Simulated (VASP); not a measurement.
# KBr (Fm-3m) in VASP: further runs

KBr is run at these levels: PBEsol; tasks: single point.

Program: VASP 6.6.1. These are calculated values, not measurements. Logs are shortened: lines on timing, memory, paths and dates and some standing lists are left out, and cuts for length are marked.

### 1 The cell of the first run

Symmetry: Fm-3m, No. 225, cubic system. Conventional cell: a = 6.556 Å, b = 6.556 Å, c = 6.556 Å, α = 90.00°, β = 90.00°, γ = 90.00°. Within 4.3 Å of Br (site symmetry m-3m) lie 6 K at 3.28 Å. Within 4.3 Å of K (site symmetry m-3m) lie 6 Br at 3.28 Å.

### 2 Single point, PBEsol, collinear spin, ferromagnetic start (volume scaled by 0.98)

Input file INCAR:

```
SYSTEM = KBr
ALGO = Normal ; EDIFF = 1E-6
ENCUT = 520 ; GGA = PS
ISIF = 2 ; ISMEAR = -1
ISPIN = 2 ; LASPH = .TRUE.
LCHARG = .FALSE. ; LORBIT = 11
LREAL = .FALSE. ; LWAVE = .FALSE.
MAGMOM = 0.5 0 ; NBANDS = 19
NELM = 150 ; PREC = Accurate
SIGMA = 0.05
```

Input file KPOINTS:

```
k-points
0
G
  7 7 7
  0 0 0
```

Input file POSCAR:

```
KBr
1.0
    0.0000000000      3.2778516817      3.2778516817
    3.2778516817      0.0000000000      3.2778516817
    3.2778516817      3.2778516817      0.0000000000
Br K
1 1
Direct
    0.5000000000      0.5000000000      0.5000000000
    0.0000000000      0.0000000000      0.0000000000
```

Potentials or basis: VASP PAW PBE potentials, release 64 (Br, K_sv).

On the command line:

```
cat potpaw_PBE.64/Br/POTCAR potpaw_PBE.64/K_sv/POTCAR > POTCAR
mpirun -np 1 vasp_std > vasp.out
```

OUTCAR:

```text
SYSTEM = KBr
   EDIFF = 1E-6
   ENCUT = 520
   GGA = PS
   ISIF = 2
   ISMEAR = -1
   ISPIN = 2
   LASPH = .TRUE.
   LORBIT = 11
   LREAL = .FALSE.
   NELM = 150
   PREC = Accurate

 ion  position               nearest neighbor table
   1  0.500  0.500  0.500-   2 3.28   2 3.28   2 3.28   2 3.28   2 3.28   2 3.28
   2  0.000  0.000  0.000-   1 3.28   1 3.28   1 3.28   1 3.28   1 3.28   1 3.28

  LATTYP: Found a face centered cubic cell.
 ALAT       =     6.5557033634

  Lattice vectors:

 A1 = (   0.0000000000,   3.2778516817,   3.2778516817)
 A2 = (   3.2778516817,   0.0000000000,   3.2778516817)
 A3 = (   3.2778516817,   3.2778516817,   0.0000000000)

Analysis of symmetry for initial positions (statically):
=====================================================================
 Subroutine PRICEL returns:
 Original cell was already a primitive cell.

 Routine SETGRP: Setting up the symmetry group for a
 face centered cubic supercell.

 Subroutine GETGRP returns: Found 48 space group operations
 (whereof 48 operations were pure point group operations)
 out of a pool of 48 trial point group operations.

The static configuration has the point symmetry O_h .

Analysis of symmetry for dynamics (positions and initial velocities):
=====================================================================
 Subroutine PRICEL returns:
 Original cell was already a primitive cell.

 Routine SETGRP: Setting up the symmetry group for a
 face centered cubic supercell.

 Subroutine GETGRP returns: Found 48 space group operations
 (whereof 48 operations were pure point group operations)
 out of a pool of 48 trial point group operations.

The dynamic configuration has the point symmetry O_h .

Analysis of structural, dynamic, and magnetic symmetry:
=====================================================================
 Subroutine PRICEL returns:
 Original cell was already a primitive cell.

 Routine SETGRP: Setting up the symmetry group for a
 face centered cubic supercell.

 Subroutine GETGRP returns: Found 48 space group operations
 (whereof 48 operations were pure point group operations)
 out of a pool of 48 trial point group operations.

The overall configuration has the point symmetry O_h .

 Subroutine INISYM returns: Found 48 space group operations
 (whereof 48 operations are pure point group operations),
 and found     1 'primitive' translations

----------------------------------------------------------------------------------------

                                     Primitive cell

  volume of cell :      70.4365

  direct lattice vectors                    reciprocal lattice vectors
     0.000000000  3.277851682  3.277851682    -0.152538934  0.152538934  0.152538934
     3.277851682  0.000000000  3.277851682     0.152538934 -0.152538934  0.152538934
     3.277851682  3.277851682  0.000000000     0.152538934  0.152538934 -0.152538934

  length of vectors
     4.635582304  4.635582304  4.635582304     0.264205183  0.264205183  0.264205183

  position of ions in fractional coordinates (direct lattice)
     0.500000000  0.500000000  0.500000000
     0.000000000  0.000000000  0.000000000

  ion indices of the primitive-cell ions
   primitive index   ion index
                 1           1
                 2           2

----------------------------------------------------------------------------------------

 KPOINTS: k-points

Automatic generation of k-mesh.
 Grid dimensions read from file:
 generate k-points for:    7    7    7

 Generating k-lattice:

  Cartesian coordinates                     Fractional coordinates (reciprocal lattice)
    -0.021791276  0.021791276  0.021791276     0.142857143  0.000000000  0.000000000
     0.021791276 -0.021791276  0.021791276     0.000000000  0.142857143  0.000000000
     0.021791276  0.021791276 -0.021791276     0.000000000  0.000000000  0.142857143

  Length of vectors
     0.037743598  0.037743598  0.037743598

  Shift w.r.t. Gamma in fractional coordinates (k-lattice)
     0.000000000  0.000000000  0.000000000

 Subroutine IBZKPT returns following result:
 ===========================================

 Found     20 irreducible k-points:

 Following reciprocal coordinates:
            Coordinates               Weight
  0.000000  0.000000  0.000000      1.000000
  0.142857  0.000000  0.000000      8.000000
  0.285714  0.000000  0.000000      8.000000
  0.428571  0.000000  0.000000      8.000000
  0.142857  0.142857  0.000000      6.000000
  0.285714  0.142857  0.000000     24.000000
[... 12 lines left out ...]
 -0.428571  0.428571  0.142857     24.000000
 -0.285714  0.428571  0.142857     24.000000
   k-points           NKPTS =     20   k-points in BZ     NKDIM =     20   number of bands    NBANDS=     19
   number of dos      NEDOS =    301   number of ions     NIONS =      2
   total plane-waves  NPLWV =  46656
   dimension x,y,z NGX =    36 NGY =   36 NGZ =   36
   dimension x,y,z NGXF=    72 NGYF=   72 NGZF=   72
   ions per type =               1   1
   NGX,Y,Z   is equivalent  to a cutoff of  12.91, 12.91, 12.91 a.u.
   NGXF,Y,Z  is equivalent  to a cutoff of  25.82, 25.82, 25.82 a.u.
 SYSTEM =  KBr
   PREC   = accura    normal or accurate (medium, high low for compatibility)
   ISTART =      0    job   : 0-new  1-cont  2-samecut
   ICHARG =      2    charge: 1-file 2-atom 10-const
   ISPIN  =      2    spin polarized calculation?
   LNONCOLLINEAR =      F non collinear calculations
   LSORBIT =      F    spin-orbit coupling
   LASPH  =      T    aspherical Exc in radial PAW
   ENCUT  =  520.0 eV  38.22 Ry    6.18 a.u.   8.62  8.62  8.62*2*pi/ulx,y,z
   NELM   =    150;   NELMIN=  2; NELMDL= -5     # of ELM steps
   EDIFF  = 0.1E-05   stopping-criterion for ELM
   LREAL  =      F    real-space projection
   EDIFFG = 0.1E-04   stopping-criterion for IOM
   NSW    =      0    number of steps for IOM
   IBRION =     -1    ionic relax: 0-MD 1-quasi-New 2-CG
   NFREE  =      0    steps in history (QN), initial steepest desc. (CG)
   ISIF   =      2    stress and relaxation
   ISYM   =      2    0-nonsym 1-usesym 2-fastsym
   POTIM  = 0.5000    time-step for ionic-motion
   TEBEG  =    0.0;   TEEND  =   0.0 temperature during run
   PSTRESS=    0.0 pullay stress
   NELECT =      16.0000    total number of electrons
   NUPDOWN=      -1.0000    fix difference up-down
   EMIN   =  10.00;   EMAX   =-10.00  energy-range for DOS
   EFERMI =   0.00;   METHOD = LEGACY
   ISMEAR =    -1;   SIGMA  =   0.05  broadening in eV -4-tet -1-fermi 0-gaus
   EFERMI_NEDOS =   21; number of points for ismear=-14 and -15
   IALGO  =     38    algorithm
   IMIX   =      4    mixing-type and parameters
     AMIX     =   0.40;   BMIX     =  1.00
     AMIX_MAG =   1.60;   BMIX_MAG =  1.00
  volume/ion in A,a.u.               =      35.22       237.66
  Fermi-wavevector in a.u.,A,eV,Ry     =   0.998885  1.887619 13.575504  0.997771
  Thomas-Fermi vector in A             =   2.131138
   LORBIT       =     11    0 simple, 1 ext, 2 COOP (PROOUT), +10 PAW based schemes
   GGA     = PS    functional components
   LHFCALC =     F    Hartree Fock is set to
   AEXX    =    0.0000 exact exchange contribution
   IVDW    =     0    specifies the selected vdW correction
   LEPSILON=     F    determine dielectric tensor
   LRPA    =     F    only Hartree local field effects (RPA)
 spin polarized calculation
  energy-cutoff  :      520.00
  volume of cell :       70.44
 maximum number of plane-waves:      1917
   NGX = 17   NGY = 17   NGZ = 17

 number of electron      15.9999999 magnetization       0.0000289

 number of electron      15.9999999 magnetization      -0.0000187

 Free energy of the ion-electron system (eV)
  ---------------------------------------------------
  ext. energy  EPLUGINS =         0.00000000
  ---------------------------------------------------
  free energy    TOTEN  =        -6.45992381 eV

  energy without entropy =       -6.45992381  energy(sigma->0) =       -6.45992381

 E-fermi :  -0.6205     XC(G=0):  -7.6306

 val. band max:       -1.7463613003   @ k =   0.0000   0.0000   0.0000
 cond. band min:       2.5820102094   @ k =   0.0000   0.0000   0.0000
 fundamental gap:      4.3283715097
 Fermi energy:        -0.6204927200

 spin component 1

 k-point     1 :       0.0000    0.0000    0.0000
  band No.  band energies     occupation
      1     -29.3160      1.00000
      2     -14.0783      1.00000
      3     -12.8606      1.00000
      4     -12.8606      1.00000
      5     -12.8606      1.00000
      6      -1.7464      1.00000
[... 11 lines left out ...]
     18      13.5521      0.00000
     19      14.0307      0.00000
[... 397 lines left out ...]
 k-point    20 :      -0.2857    0.4286    0.1429
  band No.  band energies     occupation
      1     -29.3076      1.00000
      2     -14.0809      1.00000
      3     -12.9365      1.00000
      4     -12.9097      1.00000
      5     -12.7646      1.00000
      6      -2.4607      1.00000
[... 11 lines left out ...]
     18      12.3237      0.00000
     19      12.8342      0.00000
 Fermi energy:        -0.6204927200

 spin component 2

 k-point     1 :       0.0000    0.0000    0.0000
  band No.  band energies     occupation
      1     -29.3160      1.00000
      2     -14.0783      1.00000
      3     -12.8606      1.00000
      4     -12.8606      1.00000
      5     -12.8606      1.00000
      6      -1.7464      1.00000
[... 11 lines left out ...]
     18      13.5521      0.00000
     19      14.0307      0.00000
[... 397 lines left out ...]
 k-point    20 :      -0.2857    0.4286    0.1429
  band No.  band energies     occupation
      1     -29.3077      1.00000
      2     -14.0809      1.00000
      3     -12.9366      1.00000
      4     -12.9097      1.00000
      5     -12.7646      1.00000
      6      -2.4607      1.00000
[... 11 lines left out ...]
     18      12.3237      0.00000
     19      12.8342      0.00000

------------------------ aborting loop because EDIFF is reached ----------------------------------------

  FORCE on cell =-STRESS in cart. coord.  units (eV):
  Direction    XX          YY          ZZ          XY          YZ          ZX
  --------------------------------------------------------------------------------------
  -------------------------------------------------------------------------------------
  Total        0.0064259      0.0064259      0.0064259      0.0000000     -0.0000000      0.0000000
  in kB        0.1461657      0.1461657      0.1461657      0.0000000     -0.0000000      0.0000000
  external PRESSURE =       0.1461657 kB  Pullay stress =       0.0000000 kB

 VOLUME and BASIS-vectors are now :
 -----------------------------------------------------------------------------
  energy-cutoff  :      520.00
  volume of cell :       70.44
      direct lattice vectors                 reciprocal lattice vectors
     0.000000000  3.277851682  3.277851682    -0.152538934  0.152538934  0.152538934
     3.277851682  0.000000000  3.277851682     0.152538934 -0.152538934  0.152538934
     3.277851682  3.277851682  0.000000000     0.152538934  0.152538934 -0.152538934

 POSITION                                       TOTAL-FORCE (eV/Angst)
 -----------------------------------------------------------------------------------
      3.27785      3.27785      3.27785         0.000000     -0.000000      0.000000
      0.00000      0.00000      0.00000        -0.000000      0.000000     -0.000000
 -----------------------------------------------------------------------------------
    total drift:                                0.000000      0.000000      0.000000

  FREE ENERGIE OF THE ION-ELECTRON SYSTEM (eV)
  ---------------------------------------------------
  free  energy   TOTEN  =        -6.4599238123 eV

  energy  without entropy=       -6.4599238123  energy(sigma->0) =       -6.45992381

 total charge

# of ion       s       p       d       tot
------------------------------------------
    1        1.592   3.285   0.001   4.878
    2        1.957   5.568   0.026   7.551
--------------------------------------------------
tot          3.548   8.853   0.027  12.429

 magnetization (x)

# of ion       s       p       d       tot
------------------------------------------
    1       -0.000  -0.000  -0.000  -0.000
    2        0.000  -0.000   0.000  -0.000
--------------------------------------------------
tot         -0.000  -0.000   0.000  -0.000
```

Wall time 38 s (1 thread of AMD EPYC 9R45 (Zen 5), shared host); peak memory 0.22 GiB.

What came out:

```yaml
Free_energy: -6.4599 eV
Pressure: 0.0 GPa
Band_gap_on_the_k_mesh: 4.33 eV, direct
Net_moment: 0.00 μB per cell
Valence_electrons_inside_the_program's_atomic_spheres: Br 4.88; K 7.55
```

Levels at points of the mesh, in eV from the valence-band top:
Spin up:
```csv
k point,band 5,band 6,band 7,band 8,band 9,band 10,band 11,band 12
"(0.00, 0.00, 0.00)",-11.11,0.00,0.00,0.00,4.33,7.53,7.53,7.53
```
Spin down:
```tsv
k point	band 4	band 5	band 6	band 7	band 8	band 9	band 10	band 11	band 12	band 13
(0.00, 0.00, 0.00)	-11.11	-11.11	0.00	0.00	0.00	4.33	7.53	7.53	7.53	8.38
```

Caveat: the PAW data sets were made with another functional, which shifts forces and pressure a little.

(Part 1 of 2 ends here.)
